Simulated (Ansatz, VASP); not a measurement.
Al in VASP and in Ansatz

```
CELL_PARAMETERS angstrom
5.69763 0.00768 -0.09975
2.92875 0.00853 4.97774
2.84095 -4.63965 -0.05369
ATOMIC_POSITIONS crystal
Al 0.29207 0.91627 0.99998
Al 0.79205 0.41627 0.00000
Al 0.70795 0.08373 0.50000
Al 0.20793 0.58373 0.50002
Al 0.20795 0.08373 0.50000
Al 0.70793 0.58373 0.50002
Al 0.79207 0.91627 0.99998
Al 0.29205 0.41627 0.00000
```

Change from the starting cell: cell x8, atoms moved at random (sigma 0.15 Å) and cell strained at random (1.5 %), then relaxed without symmetry.

Alike in both runs: functional PBE; k mesh 6 × 4 × 6; occupations gaussian, width 0.2 eV; no spin polarisation.

Ansatz relaxed the structure, and its values are those at the end. VASP's run is a single point on that final structure, the one shown.

```csv
,VASP,Ansatz
version,VASP 6.6.1,Ansatz 0.2.0
potentials or method,"VASP PAW PBE potentials, release 64 (Al), cutoff 520 eV","scalar-relativistic, plane waves, PAW"
valence electrons in the cell,24,24
```

|  | VASP | Ansatz | Ansatz less VASP |
| --- | --- | --- | --- |
| gap on the k mesh at the Fermi level (eV) | none | none | - |
| pressure (GPa) | 0.0 | 0.0 | +0.03 |

A gap of «none» marks a metal or a gap that the smearing closes. With one functional, cell and mesh, what is left measures potentials, basis and numerics.
